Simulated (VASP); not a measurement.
Set up this calculation in VASP 6.6.1, as the native input.

```
Task                   : single point
Functional             : r2SCAN
Potentials or basis    : VASP PAW PBE potentials, release 64 (Cd, In_d)
Cutoff                 : 520 eV
k mesh                 : 15 × 15 × 8
Occupations            : gaussian, width 0.1 eV
Spin                   : no spin polarisation
Dipole correction      : no
Further INCAR settings : ALGO = Normal; EDIFF = 1e-06; NBANDS = 20
```

The system is CdIn.

```xyz
2
Lattice="3.1760 0.0000 0.0000 -1.5880 2.7505 0.0000 0.0000 0.0000 5.7465" Properties=species:S:1:pos:R:3 pbc="T T T"
Cd    0.0000    0.0000    2.8732
In    1.5880    0.9168    0.0000
```

This cell differs from its parent crystal: biaxial strain in the a-b plane: +1.5 %.

The input as run:

POSCAR

```
CdIn
1.0
    3.1759860193      0.0000000000      0.0000000000
   -1.5879930096      2.7504845748      0.0000000000
    0.0000000000      0.0000000000      5.7464940313
Cd In
1 1
Direct
    0.0000000000      0.0000000000      0.5000000000
    0.6666666667      0.3333333333      0.0000000000
```

INCAR.step1

```
SYSTEM = CdIn
  PREC = Accurate
  ENCUT = 520
  ISMEAR = 0
  SIGMA = 0.1
  LREAL = .False.
  LASPH = .True.
  NELM = 100
  NBANDS = 20
  GGA = PE
  ALGO = Normal
  EDIFF = 1E-4
  LWAVE = .True.
  LCHARG = .False.
```

INCAR.step2

```
SYSTEM = CdIn
  PREC = Accurate
  ENCUT = 520
  EDIFF = 1E-6
  ISMEAR = 0
  SIGMA = 0.1
  LREAL = .False.
  LASPH = .True.
  NELM = 100
  ALGO = Normal
  ISIF = 2
  LWAVE = .False.
  LCHARG = .False.
  METAGGA = R2SCAN
  LMIXTAU = .True.
  NBANDS = 20
  ISTART = 1
```

KPOINTS

```
Automatic mesh
0
Gamma
  15 15 8
  0 0 0
```

Potentials or basis: VASP PAW PBE potentials, release 64 (Cd, In_d).

Command:

```bash
$ cat potpaw_PBE.64/Cd/POTCAR potpaw_PBE.64/In_d/POTCAR > POTCAR
$ cp INCAR.step1 INCAR
$ mpirun -np 1 vasp_std > vasp.out
$ cp INCAR.step2 INCAR
$ mpirun -np 1 vasp_std > vasp.out
```

It gave:

```json
{
 "Pressure": "-0.8 GPa"
}
```

Caveat: the cell differs from its parent crystal (biaxial strain in the a-b plane: +1.5 %); the PAW data sets were made with another functional, which shifts forces and pressure a little.

It took 3.3 min on 1 thread of Intel(R) Xeon(R) Platinum 8488C (Sapphire Rapids), with other jobs on the host, peak memory 0.27 GiB.
